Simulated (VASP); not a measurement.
The system is TePt (mix).

```xyz
4
Lattice="1.9816 1.1441 6.6610 -1.9816 1.1441 6.6610 0.0000 -2.2881 6.6610" Properties=species:S:1:pos:R:3 pbc="T T T"
Te    0.0000    0.0000   11.9499
Te    0.0000    0.0000    8.0332
Pt    0.0000    0.0000   17.3920
Pt    0.0000    0.0000    2.5911
```

```yaml
Program: VASP 6.6.1
Task: relaxation of cell and atoms
Functional: PBEsol
Dispersion: D3(BJ)
Potentials_or_basis: VASP PAW PBE potentials, release 64 (Te, Pt)
Cutoff: 600 eV
k_mesh: 12 × 12 × 12
Occupations: gaussian, width 0.1 eV
Spin: no spin polarisation
```

At the start: pressure -4.4 GPa; volume 22.65 Å³/atom.

Task: How do energy, volume and symmetry change on relaxing?

Result: Over 32 steps the energy falls by 22.1 meV/atom and the volume is 21.28 Å³/atom (-6.1 %); space group R-3m (No. 166, to 0.05 Å).

The path:
```csv
step,energy change (eV),largest force (eV/Å),pressure (GPa),volume (Å³)
1,0.0000,0.1963,-4.38,90.60
2,0.0858,1.2668,9.49,82.72
3,-0.0449,0.4776,0.07,87.57
4,-0.0660,0.3008,0.00,86.85
5,-0.0745,0.3923,0.09,85.85
6,-0.0851,0.2012,-0.46,85.53
7,-0.0862,0.1114,-0.70,85.37
8,-0.0806,0.1567,2.04,83.85
9,-0.0877,0.0535,0.16,84.89
10,-0.0882,0.0123,0.00,85.02
11,-0.0882,0.0231,-0.03,85.04
12,-0.0883,0.0194,0.09,85.01
13,-0.0883,0.0177,0.14,85.00
14,-0.0883,0.0088,0.03,85.08
15,-0.0883,0.0062,-0.01,85.11
16,-0.0883,0.0070,-0.01,85.10
17,-0.0883,0.0085,0.00,85.09
18,-0.0884,0.0034,0.02,85.09
19,-0.0884,0.0027,0.01,85.09
20,-0.0884,0.0034,0.01,85.09
21,-0.0884,0.0030,0.01,85.09
22,-0.0884,0.0026,0.01,85.09
23,-0.0884,0.0029,0.01,85.09
24,-0.0884,0.0028,0.01,85.09
25,-0.0884,0.0028,0.01,85.09
26,-0.0884,0.0031,0.00,85.10
27,-0.0884,0.0042,-0.02,85.12
28,-0.0884,0.0041,-0.03,85.11
29,-0.0884,0.0037,-0.02,85.10
30,-0.0884,0.0034,-0.01,85.10
31,-0.0884,0.0025,-0.01,85.10
32,-0.0884,0.0004,0.00,85.11
```

Final structure:
```
CELL_PARAMETERS angstrom
1.96159 1.13252 6.38488
-1.96159 1.13252 6.38488
0.00000 -2.26504 6.38488
ATOMIC_POSITIONS crystal
Te 0.60183 0.60183 0.60183
Te 0.39817 0.39817 0.39817
Pt 0.87082 0.87082 0.87082
Pt 0.12918 0.12918 0.12918
```

Caveat: the PAW data sets were made with another functional, which shifts forces and pressure a little; pairwise dispersion overbinds metals, which lowers pressure and volume.
